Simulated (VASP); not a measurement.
Crystal: ScPt.

```
Sc Pt
1.0
     3.27000    0.00000    0.00000
     0.00000    3.27000    0.00000
     0.00000    0.00000    3.27000
Sc Pt
1 1
Direct
  0.50000 0.50000 0.50000
  0.00000 0.00000 0.00000
```

```yaml
Program: VASP 6.6.1
Task: relaxation of volume and atoms at fixed shape
Functional: LDA
Potentials_or_basis: VASP PAW LDA potentials, release 64 (Sc_sv, Pt)
Cutoff: 600 eV
k_mesh: 13 × 13 × 13
Occupations: fermi-dirac, width 0.05 eV
Spin: no spin polarisation
```

At the start: pressure -5.0 GPa; volume 17.48 Å³/atom.

Q: How do energy, volume and symmetry change on relaxing?

A: Over 3 steps the energy falls by 9.2 meV/atom and the volume is 16.92 Å³/atom (-3.2 %); space group Pm-3m (No. 221, to 0.1 Å) before and after.

Step by step:
```tsv
step	energy change (eV)	largest force (eV/Å)	pressure (GPa)	volume (Å³)
1	0.0000	0.0000	-4.98	34.97
2	0.0193	0.0000	8.20	32.29
3	-0.0184	0.0000	-0.08	33.83
```

Final structure:
```
Sc Pt
1.0
     3.23428    0.00000    0.00000
     0.00000    3.23428    0.00000
     0.00000    0.00000    3.23428
Sc Pt
1 1
Direct
  0.50000 0.50000 0.50000
  0.00000 0.00000 0.00000
```
